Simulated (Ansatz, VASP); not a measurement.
V in VASP and in Ansatz

```
CELL_PARAMETERS angstrom
4.45220 0.00000 0.00000
-2.22610 3.85572 0.00000
0.00000 0.00000 2.38953
ATOMIC_POSITIONS crystal
V 0.00000 0.00000 0.00000
V 0.33333 0.66667 0.50000
V 0.66667 0.33333 0.50000
```

Alike in both runs: functional PBE; k mesh 8 × 8 × 12; occupations fermi-dirac, width 0.08 eV; no spin polarisation.

Ansatz relaxed the structure, and its values are those at the end. VASP's run is a single point on that final structure, the one shown.

```csv
,VASP,Ansatz
version,VASP 6.6.1,Ansatz 0.2.0
potentials or method,"VASP PAW PBE potentials, release 64 (V_sv)","PAW with Ansatz's default frozen-core files, scalar-relativistic"
plane-wave cutoff (eV),520,420
valence electrons in the cell,39,39
```

|  | VASP | Ansatz | Ansatz less VASP |
| --- | --- | --- | --- |
| pressure (GPa) | 0.3 | 0.0 | -0.29 |
